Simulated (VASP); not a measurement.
# AlRu: relaxation of cell and atoms with r2SCAN

Crystal: AlRu.

```xyz
2
Lattice="2.9825 0.0000 0.0000 0.0000 2.9825 0.0000 0.0000 0.0000 2.9825" Properties=species:S:1:pos:R:3 pbc="T T T"
Al    0.0000    0.0000    0.0000
Ru    1.4912    1.4912    1.4912
```

- Program: VASP 6.6.1
- Task: relaxation of cell and atoms
- Functional: r2SCAN
- Potentials or basis: VASP PAW PBE potentials, release 64 (Al, Ru_pv)
- Cutoff: 600 eV
- k mesh: 18 × 18 × 18
- Occupations: gaussian, width 0.1 eV
- Spin: no spin polarisation
- Dipole correction: no
- Further INCAR settings: ALGO = Normal; EDIFF = 1e-07; IBRION = 2; EDIFFG = -0.002; NSW = 100; ISIF = 3

| Property | Result |
| --- | --- |
| Relaxed volume | 13.27 Å³/atom |
| Relaxed cell | a = 2.983 Å, b = 2.983 Å, c = 2.983 Å, α = 90.00°, β = 90.00°, γ = 90.00° |
| Space group after relaxing (to 0.1 Å) | Pm-3m (No. 221) |
| Energy gained by relaxing | 0.0 meV/atom |
| Ionic steps | 3 |
| Pressure after relaxing | 0.0 GPa |
| Band gap on the k mesh | zero (an odd number of electrons rules out a gap without spin polarisation) |

Final structure:
```
Al Ru
1.0
     2.98276    0.00000    0.00000
     0.00000    2.98276    0.00000
     0.00000    0.00000    2.98276
Al Ru
1 1
Direct
  0.00000 0.00000 0.00000
  0.50000 0.50000 0.50000
```

Levels at points of the mesh, in eV from the Fermi level:
```tsv
k point	band 6	band 7	band 8	band 9	band 10	band 11	band 12
(0.00, 0.00, 0.00)	-3.72	0.19	0.19	0.19	6.58	6.58	6.58
(0.50, 0.00, 0.00)	-2.83	-1.70	-1.70	0.45	2.56	7.75	10.37
(0.50, 0.50, 0.00)	-1.47	-1.47	-1.25	-1.25	1.76	5.73	6.87
(0.50, 0.50, 0.50)	-4.95	1.86	1.86	3.27	4.36	4.36	4.36
```

It took 4.5 min on 1 thread of Intel(R) Xeon(R) Platinum 8259CL CPU @ 2.50GHz (Skylake/Cascade Lake) (shared host), peak memory 0.22 GiB.

Caveat: the PAW data sets were made with another functional, which shifts forces and pressure a little.
